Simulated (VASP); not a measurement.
Co, 2 atoms in the cell. The typed cell holds 2 atoms: a = 2.441 Å, b = 2.441 Å, c = 3.450 Å, α = 90.00°, β = 90.00°, γ = 90.00°. This isn't the form of Co at room conditions, which is hcp.

| Quantity | Value |
| --- | --- |
| Program | VASP 6.6.1 |
| Task | single point |
| Functional | PBEsol |
| Potentials or basis | VASP PAW PBE potentials, release 64 (Co) |
| Cutoff | 520 eV |
| k mesh | 15 × 15 × 10 |
| Occupations | fermi-dirac, width 0.05 eV |
| Spin | collinear spin, ferromagnetic start |
| Starting moments | [1.619, 1.619] μB |
| Dipole correction | no |
| Further INCAR settings | ALGO = Normal; EDIFF = 1e-07; NBANDS = 20 |

Potentials or basis: VASP PAW PBE potentials, release 64 (Co).

Run with:

```bash
$ cat potpaw_PBE.64/Co/POTCAR > POTCAR
$ mpirun -np 1 vasp_std > vasp.out
```

Hardware: 1 thread of Intel(R) Xeon(R) Platinum 8488C (Sapphire Rapids) (shared host).

Q: Estimate the wall time of this run.

A: Wall time 110 s on 1 thread of Intel(R) Xeon(R) Platinum 8488C (Sapphire Rapids) (shared host), peak memory 0.23 GiB. Counts: scf iterations 15, k points 216.
